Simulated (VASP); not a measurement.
# Mg6O5 (a cell with a defect) in VASP: a series of runs

Runs on Mg6O5 (a cell with a defect). Level: PBEsol. Tasks: single point.

All numbers are computed with VASP 6.6.1; they aren't measurements. Logs are shortened: lines on timing, memory, paths and dates and some standing lists are left out, and cuts for length are marked.

## Step 1: The cell of the first run

The cell holds a defect, 11 atoms: a = 5.591 Å, b = 5.591 Å, c = 5.591 Å, α = 90.00°, β = 90.00°, γ = 90.00°.

## Step 2: Single point, PBEsol

File INCAR:

```
SYSTEM = Mg6O5
  ALGO = Normal
  EDIFF = 1E-6
  ENCUT = 520
  GGA = PS
  ISIF = 2
  ISMEAR = 0
  LASPH = .TRUE.
  LCHARG = .FALSE.
  LREAL = .FALSE.
  LWAVE = .FALSE.
  NBANDS = 32
  NELM = 80
  PREC = Accurate
  SIGMA = 0.05
```

File KPOINTS:

```
k-points
0
G
  4 4 4
  0 0 0
```

File POSCAR:

```
Mg6O5
1.0
    5.5908553621      0.0000000000      0.0000000000
    0.0000000000      5.5908553621      0.0000000000
    0.0000000000      0.0000000000      5.5908553621
Mg O
6 5
Direct
    0.2500000000      0.0000000000      0.5000000000
    0.0000000000      0.5000000000      0.2500000000
    0.5000000000      0.7500000000      0.0000000000
    0.7500000000      0.0000000000      0.5000000000
    0.0000000000      0.5000000000      0.7500000000
    0.5000000000      0.2500000000      0.0000000000
    0.5000000000      0.0000000000      0.2500000000
    0.0000000000      0.7500000000      0.5000000000
    1.0000000000      0.4373977724      0.0000000000
    0.5000000000      0.0000000000      0.7500000000
    0.0000000000      0.2500000000      0.5000000000
```

Potentials or basis: VASP PAW PBE potentials, release 64 (Mg, O).

The run is started by

```console
> cat potpaw_PBE.64/Mg/POTCAR potpaw_PBE.64/O/POTCAR > POTCAR
> mpirun -np 1 vasp_std > vasp.out
```

OUTCAR:

```text
SYSTEM = Mg6O5
   EDIFF = 1E-6
   ENCUT = 520
   GGA = PS
   ISIF = 2
   ISMEAR = 0
   LASPH = .TRUE.
   LREAL = .FALSE.
   NELM = 80
   PREC = Accurate

 ion  position               nearest neighbor table
   1  0.250  0.000  0.500-   7 1.98   8 1.98  10 1.98  11 1.98   4 2.80   4 2.80   2 3.42   5 3.42
                             6 3.42   3 3.42   6 3.42   2 3.42   5 3.42   3 3.42
   2  0.000  0.500  0.250-   9 1.44   8 1.98  11 1.98   5 2.80   5 2.80   3 3.42   4 3.42   1 3.42
                             6 3.42   1 3.42   4 3.42   3 3.42   6 3.42
   3  0.500  0.750  0.000-   7 1.98  10 1.98   6 2.80   6 2.80   1 3.42   2 3.42   4 3.42   1 3.42
                             4 3.42   5 3.42   2 3.42   5 3.42
   4  0.750  0.000  0.500-   7 1.98   8 1.98  10 1.98  11 1.98   1 2.80   1 2.80   3 3.42   5 3.42
                             6 3.42   3 3.42   6 3.42   2 3.42   5 3.42   2 3.42
   5  0.000  0.500  0.750-   9 1.44   8 1.98  11 1.98   2 2.80   2 2.80   1 3.42   3 3.42   4 3.42
                             6 3.42   1 3.42   4 3.42   3 3.42   6 3.42
   6  0.500  0.250  0.000-   7 1.98  10 1.98   3 2.80   3 2.80   5 3.42   2 3.42   1 3.42   1 3.42
                             4 3.42   4 3.42   2 3.42   5 3.42
   7  0.500  0.000  0.250-   1 1.98   3 1.98   4 1.98   6 1.98
   8  0.000  0.750  0.500-   1 1.98   2 1.98   4 1.98   5 1.98
   9  0.000  0.437  0.000-   2 1.44   5 1.44
  10  0.500  0.000  0.750-   1 1.98   3 1.98   4 1.98   6 1.98
  11  0.000  0.250  0.500-   1 1.98   2 1.98   4 1.98   5 1.98

  LATTYP: Found a simple cubic cell.
 ALAT       =     5.5908553621

  Lattice vectors:

 A1 = (   5.5908553621,   0.0000000000,   0.0000000000)
 A2 = (   0.0000000000,   5.5908553621,   0.0000000000)
 A3 = (   0.0000000000,   0.0000000000,   5.5908553621)

Analysis of symmetry for initial positions (statically):
=====================================================================
 Subroutine PRICEL returns:
 Original cell was already a primitive cell.

 Routine SETGRP: Setting up the symmetry group for a
 simple cubic supercell.

 Subroutine GETGRP returns: Found  4 space group operations
 (whereof  4 operations were pure point group operations)
 out of a pool of 48 trial point group operations.

The static configuration has the point symmetry C_2v.

Analysis of symmetry for dynamics (positions and initial velocities):
=====================================================================
 Subroutine PRICEL returns:
 Original cell was already a primitive cell.

 Routine SETGRP: Setting up the symmetry group for a
 simple cubic supercell.

 Subroutine GETGRP returns: Found  4 space group operations
 (whereof  4 operations were pure point group operations)
 out of a pool of 48 trial point group operations.

The dynamic configuration has the point symmetry C_2v.

 Subroutine INISYM returns: Found  4 space group operations
 (whereof  4 operations are pure point group operations),
 and found     1 'primitive' translations

----------------------------------------------------------------------------------------

                                     Primitive cell

  volume of cell :     174.7571

  direct lattice vectors                    reciprocal lattice vectors
     5.590855362  0.000000000  0.000000000     0.178863508  0.000000000  0.000000000
     0.000000000  5.590855362  0.000000000     0.000000000  0.178863508  0.000000000
     0.000000000  0.000000000  5.590855362     0.000000000  0.000000000  0.178863508

  length of vectors
     5.590855362  5.590855362  5.590855362     0.178863508  0.178863508  0.178863508

  position of ions in fractional coordinates (direct lattice)
     0.250000000  0.000000000  0.500000000
     0.000000000  0.500000000  0.250000000
     0.500000000  0.750000000  0.000000000
     0.750000000  0.000000000  0.500000000
     0.000000000  0.500000000  0.750000000
     0.500000000  0.250000000  0.000000000
     0.500000000  0.000000000  0.250000000
     0.000000000  0.750000000  0.500000000
     0.000000000  0.437397772  0.000000000
     0.500000000  0.000000000  0.750000000
     0.000000000  0.250000000  0.500000000

  ion indices of the primitive-cell ions
   primitive index   ion index
                 1           1
                 2           2
                 3           3
                 4           4
                 5           5
                 6           6
                 7           7
                 8           8
                 9           9
                10          10
                11          11

----------------------------------------------------------------------------------------

 KPOINTS: k-points

Automatic generation of k-mesh.
 Grid dimensions read from file:
 generate k-points for:    4    4    4

 Generating k-lattice:

  Cartesian coordinates                     Fractional coordinates (reciprocal lattice)
     0.044715877  0.000000000  0.000000000     0.250000000  0.000000000  0.000000000
     0.000000000  0.044715877  0.000000000     0.000000000  0.250000000  0.000000000
     0.000000000  0.000000000  0.044715877     0.000000000  0.000000000  0.250000000

  Length of vectors
     0.044715877  0.044715877  0.044715877

  Shift w.r.t. Gamma in fractional coordinates (k-lattice)
     0.000000000  0.000000000  0.000000000

 Subroutine IBZKPT returns following result:
 ===========================================

 Found     27 irreducible k-points:

 Following reciprocal coordinates:
            Coordinates               Weight
  0.000000  0.000000  0.000000      1.000000
  0.250000  0.000000  0.000000      2.000000
  0.000000  0.250000  0.000000      2.000000
  0.000000  0.000000  0.250000      2.000000
  0.500000  0.000000  0.000000      1.000000
  0.000000  0.500000  0.000000      1.000000
[... 16 lines left out ...]
  0.250000  0.250000  0.500000      4.000000
  0.500000  0.500000  0.250000      2.000000
 [... further k-points ...]
   k-points           NKPTS =     27   k-points in BZ     NKDIM =     27   number of bands    NBANDS=     32
   number of dos      NEDOS =    301   number of ions     NIONS =     11
   total plane-waves  NPLWV =  74088
   dimension x,y,z NGX =    42 NGY =   42 NGZ =   42
   dimension x,y,z NGXF=    84 NGYF=   84 NGZF=   84
   ions per type =               6   5
   NGX,Y,Z   is equivalent  to a cutoff of  12.49, 12.49, 12.49 a.u.
   NGXF,Y,Z  is equivalent  to a cutoff of  24.98, 24.98, 24.98 a.u.
 SYSTEM =  Mg6O5
   PREC   = accura    normal or accurate (medium, high low for compatibility)
   ISTART =      0    job   : 0-new  1-cont  2-samecut
   ICHARG =      2    charge: 1-file 2-atom 10-const
   ISPIN  =      1    spin polarized calculation?
   LNONCOLLINEAR =      F non collinear calculations
   LSORBIT =      F    spin-orbit coupling
   LASPH  =      T    aspherical Exc in radial PAW
   ENCUT  =  520.0 eV  38.22 Ry    6.18 a.u.  10.40 10.40 10.40*2*pi/ulx,y,z
   NELM   =     80;   NELMIN=  2; NELMDL= -5     # of ELM steps
   EDIFF  = 0.1E-05   stopping-criterion for ELM
   LREAL  =      F    real-space projection
   EDIFFG = 0.1E-04   stopping-criterion for IOM
   NSW    =      0    number of steps for IOM
   IBRION =     -1    ionic relax: 0-MD 1-quasi-New 2-CG
   NFREE  =      0    steps in history (QN), initial steepest desc. (CG)
   ISIF   =      2    stress and relaxation
   ISYM   =      2    0-nonsym 1-usesym 2-fastsym
   POTIM  = 0.5000    time-step for ionic-motion
   TEBEG  =    0.0;   TEEND  =   0.0 temperature during run
   PSTRESS=    0.0 pullay stress
   NELECT =      42.0000    total number of electrons
   NUPDOWN=      -1.0000    fix difference up-down
   EMIN   =  10.00;   EMAX   =-10.00  energy-range for DOS
   EFERMI =   0.00;   METHOD = LEGACY
   ISMEAR =     0;   SIGMA  =   0.05  broadening in eV -4-tet -1-fermi 0-gaus
   EFERMI_NEDOS =   21; number of points for ismear=-14 and -15
   IALGO  =     38    algorithm
   IMIX   =      4    mixing-type and parameters
     AMIX     =   0.40;   BMIX     =  1.00
     AMIX_MAG =   1.60;   BMIX_MAG =  1.00
  volume/ion in A,a.u.               =      15.89       107.21
  Fermi-wavevector in a.u.,A,eV,Ry     =   1.017840  1.923439 14.095622  1.035999
  Thomas-Fermi vector in A             =   2.151264
   LORBIT       =      0    0 simple, 1 ext, 2 COOP (PROOUT), +10 PAW based schemes
   GGA     = PS    functional components
   LHFCALC =     F    Hartree Fock is set to
   AEXX    =    0.0000 exact exchange contribution
   IVDW    =     0    specifies the selected vdW correction
   LEPSILON=     F    determine dielectric tensor
   LRPA    =     F    only Hartree local field effects (RPA)
 non-spin polarized calculation
 Gauss-broadening in eV      SIGMA  =   0.05
  energy-cutoff  :      520.00
  volume of cell :      174.76
 maximum number of plane-waves:      4729
 NGX is ok and might be reduce to    42
   NGX = 21   NGY = 21   NGZ = 21

 number of electron      41.9999970 magnetization

 Free energy of the ion-electron system (eV)
  ---------------------------------------------------
  ext. energy  EPLUGINS =         0.00000000
  ---------------------------------------------------
  free energy    TOTEN  =       -53.35276205 eV

  energy without entropy =      -53.35274261  energy(sigma->0) =      -53.35275233

 E-fermi :   2.5024     XC(G=0):  -8.5609

 val. band max:        2.4046890711   @ k =   0.5000   0.5000   0.5000
 cond. band min:       2.6000077111   @ k =   0.0000   0.0000   0.5000
 fundamental gap:      0.1953186400
 Fermi energy:         2.5023519223

 k-point     1 :       0.0000    0.0000    0.0000
  band No.  band energies     occupation
      1     -16.4165      2.00000
      2     -16.0967      2.00000
      3     -15.7121      2.00000
      4     -15.6188      2.00000
      5     -15.3311      2.00000
      6      -3.7764      2.00000
[... 24 lines left out ...]
     31       8.7800      0.00000
     32       9.0792      0.00000

 k-point     2 :       0.2500    0.0000    0.0000
  band No.  band energies     occupation
      1     -16.3782      2.00000
      2     -16.1352      2.00000
      3     -15.7117      2.00000
      4     -15.6184      2.00000
      5     -15.3319      2.00000
      6      -3.7762      2.00000
[... 24 lines left out ...]
     31       8.8727      0.00000
     32       9.0109      0.00000

 k-point     3 :       0.0000    0.2500    0.0000
  band No.  band energies     occupation
      1     -16.3867      2.00000
      2     -16.0725      2.00000
      3     -15.7117      2.00000
      4     -15.6557      2.00000
      5     -15.3617      2.00000
      6      -3.7367      2.00000
[... 24 lines left out ...]
     31       9.5391      0.00000
     32       9.6897      0.00000

 k-point     4 :       0.0000    0.0000    0.2500
  band No.  band energies     occupation
      1     -16.3376      2.00000
      2     -16.0496      2.00000
      3     -15.8103      2.00000
      4     -15.6553      2.00000
      5     -15.3427      2.00000
      6      -3.5360      2.00000
[... 654 lines left out ...]
     31       9.2441      0.00000
     32      10.1432      0.00000

 k-point    23 :       0.2500    0.2500    0.5000
  band No.  band energies     occupation
      1     -16.1158      2.00000
      2     -16.0374      2.00000
      3     -15.9252      2.00000
      4     -15.7217      2.00000
      5     -15.4293      2.00000
      6      -3.1534      2.00000
[... 24 lines left out ...]
     31       9.6278      0.00000
     32       9.8755      0.00000

 k-point    24 :       0.5000    0.5000    0.2500
  band No.  band energies     occupation
      1     -16.2352      2.00000
      2     -15.9902      2.00000
      3     -15.8077      2.00000
      4     -15.7359      2.00000
      5     -15.4534      2.00000
      6      -3.3703      2.00000
[... 24 lines left out ...]
     31      10.2025      0.00000
     32      10.3756      0.00000

 [... further k-points ...]

------------------------ aborting loop because EDIFF is reached ----------------------------------------

  FORCE on cell =-STRESS in cart. coord.  units (eV):
  Direction    XX          YY          ZZ          XY          YZ          ZX
  --------------------------------------------------------------------------------------
  -------------------------------------------------------------------------------------
  Total       -0.5123478      5.3769686     56.8182169      0.0000000      0.0000000      0.0000000
  in kB       -4.6972177     49.2961852    520.9108603      0.0000000      0.0000000      0.0000000
  external PRESSURE =     188.5032759 kB  Pullay stress =       0.0000000 kB

 VOLUME and BASIS-vectors are now :
 -----------------------------------------------------------------------------
  energy-cutoff  :      520.00
  volume of cell :      174.76
      direct lattice vectors                 reciprocal lattice vectors
     5.590855362  0.000000000  0.000000000     0.178863508  0.000000000  0.000000000
     0.000000000  5.590855362  0.000000000     0.000000000  0.178863508  0.000000000
     0.000000000  0.000000000  5.590855362     0.000000000  0.000000000  0.178863508

 POSITION                                       TOTAL-FORCE (eV/Angst)
 -----------------------------------------------------------------------------------
      1.39771      0.00000      2.79543        -0.174154      0.185078      0.000000
      0.00000      2.79543      1.39771         0.000000      4.341967     19.981336
      2.79543      4.19314      0.00000         0.000000      0.697423      0.000000
      4.19314      0.00000      2.79543         0.174154      0.185078      0.000000
      0.00000      2.79543      4.19314         0.000000      4.341967    -19.981336
      2.79543      1.39771      0.00000         0.000000     -0.418339      0.000000
      2.79543      0.00000      1.39771         0.000000      0.007939     -0.218991
      0.00000      4.19314      2.79543         0.000000      0.129994      0.000000
      0.00000      2.44543      0.00000         0.000000     -9.365116      0.000000
      2.79543      0.00000      4.19314         0.000000      0.007939      0.218991
      0.00000      1.39771      2.79543         0.000000     -0.113929      0.000000
 -----------------------------------------------------------------------------------
    total drift:                                0.000000     -0.000040     -0.000001

  FREE ENERGIE OF THE ION-ELECTRON SYSTEM (eV)
  ---------------------------------------------------
  free  energy   TOTEN  =       -53.3527620528 eV

  energy  without entropy=      -53.3527426146  energy(sigma->0) =      -53.35275233
```

It took 5 min on 1 thread of AMD EPYC 7R13, shared host; peak memory 0.28 GiB.

Results:

```yaml
Free_energy: -53.3528 eV
Pressure: 18.9 GPa
Largest_force: 20.448 eV/Å
Band_gap_on_the_k_mesh: 0.20 eV
```

Forces in eV/Å, atoms in the order of the input:
```
Mg   -0.174   0.185   0.000
Mg    0.000   4.342  19.981
Mg    0.000   0.697   0.000
Mg    0.174   0.185   0.000
Mg    0.000   4.342 -19.981
Mg    0.000  -0.418   0.000
O     0.000   0.008  -0.219
O     0.000   0.130   0.000
O     0.000  -9.365   0.000
O     0.000   0.008   0.219
O     0.000  -0.114   0.000
```

Levels at points of the mesh, in eV from the valence-band top:
```
           k point  band 17  band 18  band 19  band 20  band 21  band 22  band 23  band 24  band 25  band 26
(0.00, 0.00, 0.00)    -3.52    -2.99    -2.89    -2.66    -2.46     1.83     2.44     3.21     3.32     4.24
(0.50, 0.00, 0.00)    -3.41    -2.98    -2.86    -2.66    -0.78     0.61     1.95     3.97     4.08     4.29
(0.00, 0.50, 0.00)    -3.85    -3.43    -2.98    -2.79    -1.19     1.09     3.08     3.11     3.30     4.49
(0.00, 0.00, 0.50)    -3.60    -3.47    -3.17    -2.66    -1.56     0.20     2.56     3.14     4.54     4.68
(0.50, 0.50, 0.00)    -3.73    -3.49    -2.98    -2.79    -0.13     0.73     2.10     2.75     2.96     3.99
(0.00, 0.50, 0.50)    -3.84    -3.34    -3.33    -3.28    -0.89     1.21     2.13     2.86     3.02     4.29
(0.50, 0.00, 0.50)    -3.46    -3.36    -3.16    -2.66    -0.57     1.00     1.49     2.91     4.13     4.44
(0.50, 0.50, 0.50)    -3.87    -3.60    -3.34    -3.32     0.00     1.64     1.67     2.32     3.06     3.46
```

Caveat: the cell differs from its parent crystal (atoms taken out, atom 9 moved 0.500 of the way to it and -0.350 Å across, host rigid); atoms lie so close that the PAW spheres overlap strongly, which falsifies energies and pressures; the PAW data sets were made with another functional, which shifts forces and pressure a little.

(Continued in part 2 of 2.)
